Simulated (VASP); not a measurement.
Here is a VASP 6.6.1 calculation.

INCAR

```
  ALGO = Normal
  EDIFF = 1E-6
  ENCUT = 520
  GGA = PS
  ISIF = 2
  ISMEAR = 0
  LASPH = T
  LCHARG = F
  LREAL = F
  LWAVE = F
  NBANDS = 32
  NELM = 60
  PREC = Accurate
  SIGMA = 0.15
```

The input KPOINTS:

```
k-points
0
Gamma
  12 12 12
```

POSCAR

```
Sn3Se
1.0
   -1.5363416280      3.0726832559      3.0726832559
    3.0726832559     -1.5363416280      3.0726832559
    3.0726832559      3.0726832559     -1.5363416280
Sn Se
3 1
Direct
    0.2500000000      0.2500000000      0.2500000000
    0.7500000000      0.7500000000      0.7500000000
    0.5000000000      0.5000000000      0.5000000000
    0.0000000000      0.0000000000      0.0000000000
```

Potentials or basis: VASP PAW PBE potentials, release 64 (Sn_d, Se).

Launch:

```console
$ cat potpaw_PBE.64/Sn_d/POTCAR potpaw_PBE.64/Se/POTCAR > POTCAR
$ mpirun -np 1 vasp_std > vasp.out
```

Question: Predict the band gap on the k mesh.

Answer: Zero (bands 24 and 25 overlap by 3.35 eV).

Question: What does it give for the pressure?

Answer: 79.2 GPa.

Question: Estimate the largest force.

Answer: 6.881 eV/Å.

Forces on the atoms (eV/Å):
```
Sn  -3.973 -3.973 -3.973
Sn   3.973  3.973  3.973
Sn   0.000  0.000  0.000
Se   0.000  0.000  0.000
```

Caveat: the cell stands under pressure; the PAW data sets were made with another functional, which shifts forces and pressure a little; spin-orbit coupling is left out, which moves the levels of the heavy elements.
